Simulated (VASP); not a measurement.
Runs of VASP 6.6.1 on P. The structure is that of space group Pmna (No. 53), or close to it. The cells are those of the table. 

```csv
level,potentials or basis,cell,gap on the mesh (eV),largest force (eV/Å)
PBEsol,"VASP PAW PBE potentials, release 64 (P)","a = 3.262, b = 34.623, c = 4.601 Å, 4 atoms",0.89,0.41
LDA,"VASP PAW LDA potentials, release 64 (P)","a = 3.284, b = 34.857, c = 4.632 Å, 4 atoms",(a),0.15
LDA,"VASP PAW LDA potentials, release 64 (P)","a = 3.262, b = 34.623, c = 4.601 Å, 4 atoms",0.84,0.26
PBEsol,"VASP PAW PBE potentials, release 64 (P)","a = 3.284, b = 34.857, c = 4.632 Å, 4 atoms",0.90,0.26
```

Alike in all rows: task single point; no spin polarisation; k mesh 8 × 1 × 6; cutoff (eV) 520; smearing fermi-dirac 0.05 eV.

Task: Fill in the values left out.

Result: (a) 0.85.

Caveats: the PAW data sets were made with another functional, which shifts forces and pressure a little (at least some runs).

A k mesh can miss the band edges.
